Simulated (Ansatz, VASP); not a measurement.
**Sb in VASP and in Ansatz**

```
Sb
1.0
    -1.89577    1.89577    1.89577
     1.89577   -1.89577    1.89577
     1.89577    1.89577   -1.89577
Sb
1
Direct
  0.00000 0.00000 0.00000
```

Alike in both runs: functional PBE; k mesh 15 × 15 × 15; occupations fermi-dirac, width 0.05 eV; non-collinear spin, spin-orbit coupling.

Ansatz relaxed the structure, and its values are those at the end. VASP's run is a single point on that final structure, the one shown.

|  | VASP | Ansatz |
| --- | --- | --- |
| version | VASP 6.6.1 | Ansatz 0.2.0 |
| potentials or method | VASP PAW PBE potentials, release 64 (Sb), cutoff 520 eV | all-electron LAPW |

VASP gave:

- pressure (GPa): -0.1
- net moment per atom (μB): 0.00

**Question.** Which values does Ansatz return?

**Answer.** Pressure (GPa): 0.0; net moment per atom (μB): 0.00.

Ansatz ran all-electron here, and VASP with PAW potentials.
